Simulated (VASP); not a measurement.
Input of a VASP 6.6.1 run:

The input POSCAR:

```
Au
1.0
    0.0000000000      2.1060257888      2.1060257888
    2.1060257888      0.0000000000      2.1060257888
    2.1060257888      2.1060257888      0.0000000000
Au
1
Direct
    0.0000000000      0.0000000000      0.0000000000
```

The input INCAR.step1:

```
SYSTEM = Au
PREC = Accurate
ENCUT = 520
ISMEAR = -1
SIGMA = 0.1
LREAL = .False.
LASPH = .True.
NELM = 100
NBANDS = 12
GGA = PE
ALGO = Normal
EDIFF = 1E-4
LWAVE = .True.
LCHARG = .False.
```

The input INCAR.step2:

```
SYSTEM = Au
PREC = Accurate
ENCUT = 520
EDIFF = 1E-6
ISMEAR = -1
SIGMA = 0.1
LREAL = .False.
LASPH = .True.
NELM = 100
ALGO = Normal
ISIF = 2
LWAVE = .False.
LCHARG = .False.
METAGGA = R2SCAN
LMIXTAU = .True.
NBANDS = 12
ISTART = 1
```

The input KPOINTS:

```
regular mesh
0
Gamma
  14 14 14
  0 0 0
```

Potentials or basis: VASP PAW PBE potentials, release 64 (Au).

Command:

```console
$ cat potpaw_PBE.64/Au/POTCAR > POTCAR
$ cp INCAR.step1 INCAR
$ mpirun -np 1 vasp_std > vasp.out
$ cp INCAR.step2 INCAR
$ mpirun -np 1 vasp_std > vasp.out
```

Problem. What does it give for the band gap on the k mesh?

Solution. Zero (an odd number of electrons rules out a gap without spin polarisation).

Problem. Predict the pressure.

Solution. -7.8 GPa.

Caveat: the cell stands under tension; the PAW data sets were made with another functional, which shifts forces and pressure a little; spin-orbit coupling is left out, which moves the levels of the heavy elements.
